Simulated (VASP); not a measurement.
# Fe (Im-3m) in VASP: further runs, part 2 of 2

VASP 6.6.1.

### 4 Single point, r2SCAN, collinear spin, ferromagnetic start

The input, POSCAR:

```
Fe
1.0
   -1.4345540696      1.4345540696      1.4345540696
    1.4345540696     -1.4345540696      1.4345540696
    1.4345540696      1.4345540696     -1.4345540696
Fe
1
Direct
    0.0000000000      0.0000000000      0.0000000000
```

The input, INCAR.step1:

```
ALGO     = Normal         # electronic algorithm
EDIFF    = 1E-4           # SCF threshold, eV
ENCUT    = 520            # plane-wave cutoff, eV
GGA      = PE             # functional
ISMEAR   = -1             # smearing method
ISPIN    = 2              # spin polarisation
LASPH    = T              # aspherical terms in the spheres
LCHARG   = F              # write CHGCAR
LMAXMIX  = 4              # l up to which the mixer works
LREAL    = F              # projectors in reciprocal space
LWAVE    = T              # write WAVECAR
MAGMOM   = 2.804          # initial moments
NBANDS   = 14             # bands
NELM     = 150            # most SCF steps
PREC     = Accurate       # precision mode
SIGMA    = 0.05           # smearing width, eV
```

The input, INCAR.step2:

```
ALGO     = Normal         # electronic algorithm
EDIFF    = 1E-6           # SCF threshold, eV
ENCUT    = 520            # plane-wave cutoff, eV
ISIF     = 2              # what is computed and relaxed
ISMEAR   = -1             # smearing method
ISPIN    = 2              # spin polarisation
ISTART   = 1            
LASPH    = T              # aspherical terms in the spheres
LCHARG   = T              # write CHGCAR
LELF     = T              # ELF
LMAXMIX  = 4              # l up to which the mixer works
LMIXTAU  = T            
LORBIT   = 11             # projections on sites
LREAL    = F              # projectors in reciprocal space
LVHAR    = T            
LWAVE    = F              # write WAVECAR
MAGMOM   = 2.804          # initial moments
METAGGA  = R2SCAN         # meta-GGA
NBANDS   = 14             # bands
NELM     = 150            # most SCF steps
PREC     = Accurate       # precision mode
SIGMA    = 0.05           # smearing width, eV
```

The input, KPOINTS:

```
k-points
0
Gamma
  15 15 15
```

Potentials or basis: VASP PAW PBE potentials, release 64 (Fe).

Command:

```bash
> cat potpaw_PBE.64/Fe/POTCAR > POTCAR
> cp INCAR.step1 INCAR
> mpirun -np 1 vasp_std > vasp.out
> cp INCAR.step2 INCAR
> mpirun -np 1 vasp_std > vasp.out
```

OUTCAR:

```text
EDIFF = 1E-6
   ENCUT = 520
   ISIF = 2
   ISMEAR = -1
   ISPIN = 2
   ISTART = 1
   LASPH = T
   LORBIT = 11
   LREAL = F
   METAGGA = R2SCAN
   NELM = 150
   PREC = Accurate

 ion  position               nearest neighbor table
   1  0.000  0.000  0.000-

  LATTYP: Found a body centered cubic cell.
 ALAT       =     2.8691081392

  Lattice vectors:

 A1 = (  -1.4345540696,   1.4345540696,   1.4345540696)
 A2 = (   1.4345540696,  -1.4345540696,   1.4345540696)
 A3 = (   1.4345540696,   1.4345540696,  -1.4345540696)

Analysis of symmetry for initial positions (statically):
=====================================================================
 Subroutine PRICEL returns:
 Original cell was already a primitive cell.

 Routine SETGRP: Setting up the symmetry group for a
 body centered cubic supercell.

 Subroutine GETGRP returns: Found 48 space group operations
 (whereof 48 operations were pure point group operations)
 out of a pool of 48 trial point group operations.

The static configuration has the point symmetry O_h .

Analysis of symmetry for dynamics (positions and initial velocities):
=====================================================================
 Subroutine PRICEL returns:
 Original cell was already a primitive cell.

 Routine SETGRP: Setting up the symmetry group for a
 body centered cubic supercell.

 Subroutine GETGRP returns: Found 48 space group operations
 (whereof 48 operations were pure point group operations)
 out of a pool of 48 trial point group operations.

The dynamic configuration has the point symmetry O_h .

Analysis of structural, dynamic, and magnetic symmetry:
=====================================================================
 Subroutine PRICEL returns:
 Original cell was already a primitive cell.

 Routine SETGRP: Setting up the symmetry group for a
 body centered cubic supercell.

 Subroutine GETGRP returns: Found 48 space group operations
 (whereof 48 operations were pure point group operations)
 out of a pool of 48 trial point group operations.

The overall configuration has the point symmetry O_h .

 Subroutine INISYM returns: Found 48 space group operations
[... 150 lines left out ...]

 k-point     1 :       0.0000    0.0000    0.0000
  band No.  band energies     occupation
      1      -3.0322      1.00000
      2       2.3681      1.00000
      3       2.3682      1.00000
      4       2.3682      1.00000
      5       3.5742      1.00000
      6       3.5742      1.00000
      7      31.0509      0.00000
      8      31.0510      0.00000
      9      31.0510      0.00000
     10      35.8708      0.00000
     11      35.8708      0.00000
     12      37.5147      0.00000
     13      37.5147      0.00000
     14      37.5154      0.00000
[... 379 lines left out ...]
      3       2.6031      1.00000
      4       3.6060      1.00000
      5       4.0850      1.00000
      6       8.9938      0.00000
      7      12.5643      0.00000
      8      18.0602      0.00000
      9      24.7046      0.00000
     10      31.8335      0.00000
     11      36.6716      0.00000
     12      39.5073      0.00000
     13      43.3761      0.00000
     14      50.0012      0.00000

 [... further k-points ...]

 spin component 2

 k-point     1 :       0.0000    0.0000    0.0000
  band No.  band energies     occupation
      1      -3.6470      1.00000
      2       5.8285      0.00064
      3       5.8286      0.00064
      4       5.8286      0.00064
      5       8.0130      0.00000
      6       8.0130      0.00000
      7      30.6942      0.00000
      8      30.6943      0.00000
      9      30.6943      0.00000
     10      36.4686      0.00000
     11      36.4686      0.00000
     12      39.3073      0.00000
     13      39.3073      0.00000
     14      39.3077      0.00000
[... 379 lines left out ...]
      3       4.4888      1.00000
      4       7.7973      0.00000
      5       8.2945      0.00000
      6      10.8739      0.00000
      7      14.5847      0.00000
      8      19.1181      0.00000
      9      25.7132      0.00000
     10      32.4706      0.00000
     11      37.2631      0.00000
     12      40.9830      0.00000
     13      45.5596      0.00000
     14      50.8816      0.00000

 [... further k-points ...]
[... 5 lines left out ...]
  --------------------------------------------------------------------------------------
  -------------------------------------------------------------------------------------
  Total       -0.0272029     -0.0272029     -0.0272029     -0.0000000     -0.0000000     -0.0000000
  in kB       -3.6907533     -3.6907533     -3.6907533     -0.0000000     -0.0000000     -0.0000000
  external PRESSURE =      -3.6907533 kB  Pullay stress =       0.0000000 kB

 VOLUME and BASIS-vectors are now :
 -----------------------------------------------------------------------------
  energy-cutoff  :      520.00
  volume of cell :       11.81
      direct lattice vectors                 reciprocal lattice vectors
    -1.434554070  1.434554070  1.434554070     0.000000000  0.348540366  0.348540366
     1.434554070 -1.434554070  1.434554070     0.348540366  0.000000000  0.348540366
     1.434554070  1.434554070 -1.434554070     0.348540366  0.348540366  0.000000000

 POSITION                                       TOTAL-FORCE (eV/Angst)
 -----------------------------------------------------------------------------------
      0.00000      0.00000      0.00000         0.000000     -0.000000      0.000000
 -----------------------------------------------------------------------------------
    total drift:                                0.000000      0.000000      0.000000

  FREE ENERGIE OF THE ION-ELECTRON SYSTEM (eV)
  ---------------------------------------------------
  free  energy   TOTEN  =       -14.3629308802 eV

  energy  without entropy=      -14.3569496502  energy(sigma->0) =      -14.35994027

 total charge

# of ion       s       p       d       tot
------------------------------------------
    1        0.478   0.549   6.166   7.192

 magnetization (x)

# of ion       s       p       d       tot
------------------------------------------
    1       -0.012  -0.115   2.866   2.739
```

OSZICAR.step1:

```text
N       E                     dE             d eps       ncg     rms          rms(c)
DAV:   1     0.221581994870E+02    0.22158E+02   -0.37761E+03  7280   0.692E+02
DAV:   2    -0.825571988318E+01   -0.30414E+02   -0.27741E+02  7320   0.128E+02
DAV:   3    -0.919061620516E+01   -0.93490E+00   -0.92965E+00  8126   0.235E+01
DAV:   4    -0.919360326936E+01   -0.29871E-02   -0.29868E-02  7820   0.121E+00
DAV:   5    -0.919361810743E+01   -0.14838E-04   -0.14839E-04  7978   0.876E-02    0.110E+01
DAV:   6    -0.833510079085E+01    0.85852E+00   -0.10820E+01  8418   0.375E+01    0.599E+00
DAV:   7    -0.825072468785E+01    0.84376E-01   -0.79536E-01  8328   0.975E+00    0.339E+00
DAV:   8    -0.824419638979E+01    0.65283E-02   -0.95793E-03  7996   0.546E-01    0.136E+00
DAV:   9    -0.823726125710E+01    0.69351E-02   -0.81988E-03  8994   0.441E-01    0.313E-01
DAV:  10    -0.823732535963E+01   -0.64103E-04   -0.15127E-03  7824   0.356E-01    0.106E-01
DAV:  11    -0.823731703892E+01    0.83207E-05   -0.17667E-04  4876   0.125E-01
   1 F= -.82373170E+01 E0= -.82331275E+01  d E =-.837904E-02  mag=     2.2398
```

Run time: 73 s. Hardware: 1 thread of Intel Xeon 6975P-C (Granite Rapids), shared host; peak memory 0.15 GiB.

Results:

```
Free energy                                           : -14.3629 eV
Pressure                                              : -0.4 GPa
Net moment                                            : 2.67 μB per cell
Site moments                                          : Fe +2.74 μB
Valence electrons inside the program's atomic spheres : Fe 7.19
```

Caveat: the PAW data sets were made with another functional, which shifts forces and pressure a little.

### 5 Single point, r2SCAN, collinear spin, ferromagnetic start

POSCAR is that of step 4.

The input, INCAR.step1:

```
SYSTEM = Fe
PREC     = Accurate       ! precision mode
ENCUT    = 520            ! plane-wave cutoff, eV
ISMEAR   = -1             ! smearing method
SIGMA    = 0.05           ! smearing width, eV
LREAL    = .FALSE.        ! projectors in reciprocal space
LASPH    = .TRUE.         ! aspherical terms in the spheres
NELM     = 150            ! most SCF steps
ISPIN    = 2              ! spin polarisation
MAGMOM   = 2.804          ! initial moments
LMAXMIX  = 4              ! l up to which the mixer works
NBANDS   = 14             ! bands
GGA      = PE             ! functional
ALGO     = Normal         ! electronic algorithm
EDIFF    = 1E-4           ! SCF threshold, eV
LWAVE    = .TRUE.         ! write WAVECAR
LCHARG   = .FALSE.        ! write CHGCAR
```

The input, INCAR.step2:

```
SYSTEM = Fe
PREC     = Accurate       ! precision mode
ENCUT    = 520            ! plane-wave cutoff, eV
EDIFF    = 1E-6           ! SCF threshold, eV
ISMEAR   = -1             ! smearing method
SIGMA    = 0.05           ! smearing width, eV
LREAL    = .FALSE.        ! projectors in reciprocal space
LASPH    = .TRUE.         ! aspherical terms in the spheres
NELM     = 150            ! most SCF steps
ALGO     = Normal         ! electronic algorithm
ISIF     = 2              ! what is computed and relaxed
LWAVE    = .FALSE.        ! write WAVECAR
LCHARG   = .FALSE.        ! write CHGCAR
ISPIN    = 2              ! spin polarisation
MAGMOM   = 2.804          ! initial moments
LORBIT   = 11             ! projections on sites
LMAXMIX  = 4              ! l up to which the mixer works
METAGGA  = R2SCAN         ! meta-GGA
LMIXTAU  = .TRUE.       
NBANDS   = 14             ! bands
ISTART   = 1
```

The input, KPOINTS:

```
Automatic mesh
0
G
  15 15 15
  0 0 0
```

Potentials or basis: VASP PAW PBE potentials, release 64 (Fe).

Command:

```bash
> cat potpaw_PBE.64/Fe/POTCAR > POTCAR
> cp INCAR.step1 INCAR
> mpirun -np 1 vasp_std > vasp.out
> cp INCAR.step2 INCAR
> mpirun -np 1 vasp_std > vasp.out
```

OUTCAR:

```text
SYSTEM = Fe
   PREC = Accurate
   ENCUT = 520
   EDIFF = 1E-6
   ISMEAR = -1
   LREAL = .FALSE.
   LASPH = .TRUE.
   NELM = 150
   ISIF = 2
   ISPIN = 2
   LORBIT = 11
   METAGGA = R2SCAN
   ISTART = 1

 ion  position               nearest neighbor table
   1  0.000  0.000  0.000-

  LATTYP: Found a body centered cubic cell.
 ALAT       =     2.8691081392

  Lattice vectors:

 A1 = (  -1.4345540696,   1.4345540696,   1.4345540696)
 A2 = (   1.4345540696,  -1.4345540696,   1.4345540696)
 A3 = (   1.4345540696,   1.4345540696,  -1.4345540696)

Analysis of symmetry for initial positions (statically):
=====================================================================
 Subroutine PRICEL returns:
 Original cell was already a primitive cell.

 Routine SETGRP: Setting up the symmetry group for a
 body centered cubic supercell.

 Subroutine GETGRP returns: Found 48 space group operations
 (whereof 48 operations were pure point group operations)
 out of a pool of 48 trial point group operations.

The static configuration has the point symmetry O_h .

Analysis of symmetry for dynamics (positions and initial velocities):
=====================================================================
 Subroutine PRICEL returns:
 Original cell was already a primitive cell.

 Routine SETGRP: Setting up the symmetry group for a
 body centered cubic supercell.

 Subroutine GETGRP returns: Found 48 space group operations
 (whereof 48 operations were pure point group operations)
 out of a pool of 48 trial point group operations.

The dynamic configuration has the point symmetry O_h .

Analysis of structural, dynamic, and magnetic symmetry:
=====================================================================
 Subroutine PRICEL returns:
 Original cell was already a primitive cell.

 Routine SETGRP: Setting up the symmetry group for a
 body centered cubic supercell.

 Subroutine GETGRP returns: Found 48 space group operations
 (whereof 48 operations were pure point group operations)
 out of a pool of 48 trial point group operations.

The overall configuration has the point symmetry O_h .

 Subroutine INISYM returns: Found 48 space group operations
 (whereof 48 operations are pure point group operations),
 and found     1 'primitive' translations
[... 152 lines left out ...]
      2       2.3681      1.00000
      3       2.3682      1.00000
      4       2.3682      1.00000
      5       3.5742      1.00000
      6       3.5742      1.00000
      7      31.0509      0.00000
      8      31.0510      0.00000
      9      31.0510      0.00000
     10      35.8708      0.00000
     11      35.8708      0.00000
     12      37.5147      0.00000
     13      37.5147      0.00000
     14      37.5154      0.00000
[... 379 lines left out ...]
      3       2.6031      1.00000
      4       3.6060      1.00000
      5       4.0850      1.00000
      6       8.9938      0.00000
      7      12.5643      0.00000
      8      18.0602      0.00000
      9      24.7046      0.00000
     10      31.8335      0.00000
     11      36.6716      0.00000
     12      39.5073      0.00000
     13      43.3761      0.00000
     14      50.0012      0.00000

 [... further k-points ...]

 spin component 2

 k-point     1 :       0.0000    0.0000    0.0000
  band No.  band energies     occupation
      1      -3.6470      1.00000
      2       5.8285      0.00064
      3       5.8286      0.00064
      4       5.8286      0.00064
      5       8.0130      0.00000
      6       8.0130      0.00000
      7      30.6942      0.00000
      8      30.6943      0.00000
      9      30.6943      0.00000
     10      36.4686      0.00000
     11      36.4686      0.00000
     12      39.3073      0.00000
     13      39.3073      0.00000
     14      39.3077      0.00000
[... 379 lines left out ...]
      3       4.4888      1.00000
      4       7.7973      0.00000
      5       8.2945      0.00000
      6      10.8739      0.00000
      7      14.5847      0.00000
      8      19.1181      0.00000
      9      25.7132      0.00000
     10      32.4706      0.00000
     11      37.2631      0.00000
     12      40.9830      0.00000
     13      45.5596      0.00000
     14      50.8816      0.00000

 [... further k-points ...]
[... 5 lines left out ...]
  --------------------------------------------------------------------------------------
  -------------------------------------------------------------------------------------
  Total       -0.0272029     -0.0272029     -0.0272029     -0.0000000     -0.0000000     -0.0000000
  in kB       -3.6907533     -3.6907533     -3.6907533     -0.0000000     -0.0000000     -0.0000000
  external PRESSURE =      -3.6907533 kB  Pullay stress =       0.0000000 kB

 VOLUME and BASIS-vectors are now :
 -----------------------------------------------------------------------------
  energy-cutoff  :      520.00
  volume of cell :       11.81
      direct lattice vectors                 reciprocal lattice vectors
    -1.434554070  1.434554070  1.434554070     0.000000000  0.348540366  0.348540366
     1.434554070 -1.434554070  1.434554070     0.348540366  0.000000000  0.348540366
     1.434554070  1.434554070 -1.434554070     0.348540366  0.348540366  0.000000000

 POSITION                                       TOTAL-FORCE (eV/Angst)
 -----------------------------------------------------------------------------------
      0.00000      0.00000      0.00000         0.000000     -0.000000      0.000000
 -----------------------------------------------------------------------------------
    total drift:                                0.000000      0.000000      0.000000

  FREE ENERGIE OF THE ION-ELECTRON SYSTEM (eV)
  ---------------------------------------------------
  free  energy   TOTEN  =       -14.3629308802 eV

  energy  without entropy=      -14.3569496502  energy(sigma->0) =      -14.35994027

 total charge

# of ion       s       p       d       tot
------------------------------------------
    1        0.478   0.549   6.166   7.192

 magnetization (x)

# of ion       s       p       d       tot
------------------------------------------
    1       -0.012  -0.115   2.866   2.739
```

OSZICAR.step1:

```text
N       E                     dE             d eps       ncg     rms          rms(c)
DAV:   1     0.221581994870E+02    0.22158E+02   -0.37761E+03  7280   0.692E+02
DAV:   2    -0.825571988318E+01   -0.30414E+02   -0.27741E+02  7320   0.128E+02
DAV:   3    -0.919061620516E+01   -0.93490E+00   -0.92965E+00  8126   0.235E+01
DAV:   4    -0.919360326936E+01   -0.29871E-02   -0.29868E-02  7820   0.121E+00
DAV:   5    -0.919361810743E+01   -0.14838E-04   -0.14839E-04  7978   0.876E-02    0.110E+01
DAV:   6    -0.833510079085E+01    0.85852E+00   -0.10820E+01  8418   0.375E+01    0.599E+00
DAV:   7    -0.825072468785E+01    0.84376E-01   -0.79536E-01  8328   0.975E+00    0.339E+00
DAV:   8    -0.824419638979E+01    0.65283E-02   -0.95793E-03  7996   0.546E-01    0.136E+00
DAV:   9    -0.823726125710E+01    0.69351E-02   -0.81988E-03  8994   0.441E-01    0.313E-01
DAV:  10    -0.823732535963E+01   -0.64103E-04   -0.15127E-03  7824   0.356E-01    0.106E-01
DAV:  11    -0.823731703892E+01    0.83207E-05   -0.17667E-04  4876   0.125E-01
   1 F= -.82373170E+01 E0= -.82331275E+01  d E =-.837904E-02  mag=     2.2398
```

Wall time 81 s (1 thread of Intel Xeon 6975P-C (Granite Rapids), shared host); peak memory 0.14 GiB.

What came out:

- Free energy: -14.3629 eV
- Pressure: -0.4 GPa
- Net moment: 2.67 μB per cell
- Site moments: Fe +2.74 μB
- Valence electrons inside the program's atomic spheres: Fe 7.19

Caveat: the PAW data sets were made with another functional, which shifts forces and pressure a little.

### 6 The runs side by side

```tsv
k mesh	gap on the mesh (eV)	pressure (GPa)	moment (μB)
9 × 9 × 9	none	-3.3	2.57
12 × 12 × 12	none	0.5	2.69
15 × 15 × 15	none	-0.4	2.67
```

Alike in all rows: task single point; level r2SCAN; potentials or basis VASP PAW PBE potentials, release 64 (Fe); spin collinear, ferromagnetic start; cell as given; cutoff (eV) 520; smearing fermi-dirac 0.05 eV.

Every run on the cell as given and a fine mesh finds a metal.

Caveats: the PAW data sets were made with another functional, which shifts forces and pressure a little.

Absolute energies hang on the potentials; compare differences alone.
